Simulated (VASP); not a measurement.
Wanted: the native input for a VASP 6.6.1 run.

```
Task                   : single point
Functional             : PBE
Potentials or basis    : VASP PAW PBE potentials, release 64 (Pt, H)
Cutoff                 : 520 eV
k mesh                 : 6 × 6 × 1
Occupations            : gaussian, width 0.1 eV
Spin                   : no spin polarisation
Dipole correction      : yes
Further INCAR settings : ALGO = Normal; EDIFF = 1e-07; NBANDS = 72
```

The structure of HPt12 lies in POSCAR:

```
HPt12
1.0
    5.6143281343      0.0000000000      0.0000000000
   -2.8071640672      4.8621507895      0.0000000000
    0.0000000000      0.0000000000     20.1192653717
Pt H
12 1
Direct
    0.3333333333      0.1666666667      0.1988144162
    0.3333333333      0.6666666666      0.1988144162
    0.8333333333      0.1666666667      0.1988144162
    0.8333333333      0.6666666667      0.1988144162
    0.1666666667      0.3333333334      0.3136150014
    0.1666666667      0.8333333334      0.3136150014
    0.6666666667      0.3333333333      0.3136150014
    0.6666666667      0.8333333333      0.3136150014
    0.0000000000      0.0000000000      0.4284085533
    0.0000000000      0.5000000000      0.4284085533
    0.5000000000      0.0000000000      0.4284085533
    0.5000000000      0.5000000000      0.4284085533
    0.0000000000      0.2500000000      0.4817712519
```

One way to write it, as run:

INCAR

```
SYSTEM = HPt12
PREC = Accurate
ENCUT = 520
EDIFF = 1E-7
ISMEAR = 0
SIGMA = 0.1
LREAL = .FALSE.
LASPH = .TRUE.
NELM = 100
ALGO = Normal
ISIF = 2
LWAVE = .FALSE.
LCHARG = .FALSE.
LDIPOL = .TRUE.
IDIPOL = 3
DIPOL = 0.5 0.5 0.327
GGA = PE
NBANDS = 72
```

KPOINTS

```
Automatic mesh
0
G
  6 6 1
  0 0 0
```

Potentials or basis: VASP PAW PBE potentials, release 64 (Pt, H).

Run with:

```sh
$ cat potpaw_PBE.64/Pt/POTCAR potpaw_PBE.64/H/POTCAR > POTCAR
$ mpirun -np 1 vasp_std > vasp.out
```

Results of the run:

```yaml
Largest_force: 0.353 eV/Å
```

Wall time 17 min on 1 thread of Intel(R) Xeon(R) 6975P-C (Granite Rapids), on a shared host, peak memory 0.78 GiB.
